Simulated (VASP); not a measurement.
Wanted: the native input for a VASP 6.6.1 run.

```yaml
Task: single point
Functional: PBEsol-based screened hybrid with 25 % exact exchange
Potentials_or_basis: VASP PAW PBE potentials, release 64 (In_d, P)
Cutoff: 520 eV
k_mesh: 4 × 4 × 4
Occupations: fermi-dirac, width 0.05 eV
Spin: no spin polarisation
Dipole_correction: no
Grid_for_exact_exchange_PRECFOCK: Normal
Share_of_exact_exchange: 0.25
Further_INCAR_settings: ALGO = Normal; EDIFF = 1e-07; NBANDS = 16
Screening_parameter: 0.207 1/Å
```

InP:

```
In P
1.0
     0.00000    2.87068    2.87068
     2.87068    0.00000    2.87068
     2.87068    2.87068    0.00000
In P
1 1
Direct
  0.00000 0.00000 0.00000
  0.75000 0.75000 0.75000
```

One way to write it, as run:

POSCAR

```
InP
1.0
    0.0000000000      2.8706770916      2.8706770916
    2.8706770916      0.0000000000      2.8706770916
    2.8706770916      2.8706770916      0.0000000000
In P
1 1
Direct
    0.0000000000      0.0000000000      0.0000000000
    0.7500000000      0.7500000000      0.7500000000
```

INCAR.step1

```
SYSTEM = InP
ALGO = Normal ; EDIFF = 1E-5
ENCUT = 520 ; GGA = PE
ISIF = 2 ; ISMEAR = -1
LASPH = .True. ; LREAL = .False.
LWAVE = .True. ; NBANDS = 16
NELM = 80 ; PREC = Accurate
SIGMA = 0.05
```

INCAR.step2

```
SYSTEM = InP
AEXX = 0.25 ; ALGO = Normal
EDIFF = 1E-7 ; ENCUT = 520
GGA = PS ; HFSCREEN = 0.207
ISIF = 2 ; ISMEAR = -1
ISTART = 1 ; LASPH = .True.
LCHARG = .True. ; LELF = .True.
LHFCALC = .True. ; LREAL = .False.
LVHAR = .True. ; LWAVE = .False.
NBANDS = 16 ; NELM = 80
PREC = Accurate ; PRECFOCK = Normal
SIGMA = 0.05
```

KPOINTS

```
k-points
0
Gamma
  4 4 4
  0 0 0
```

Potentials or basis: VASP PAW PBE potentials, release 64 (In_d, P).

Command:

```console
$ cat potpaw_PBE.64/In_d/POTCAR potpaw_PBE.64/P/POTCAR > POTCAR
$ cp INCAR.step1 INCAR
$ mpirun -np 1 vasp_std > vasp.out
$ cp INCAR.step2 INCAR
$ mpirun -np 1 vasp_std > vasp.out
```

It gave:

```yaml
Pressure: 4.9 GPa
Band_gap_on_the_k_mesh: 1.80 eV
```

Caveat: the k points lie up to 0.47 Å⁻¹ apart; the PAW data sets were made with another functional, which shifts forces and pressure a little; spin-orbit coupling is left out, which moves the levels of the heavy elements.

It took 5.6 min on 1 thread of Intel(R) Xeon(R) Platinum 8259CL CPU @ 2.50GHz (Skylake/Cascade Lake), on a shared host, peak memory 0.27 GiB.
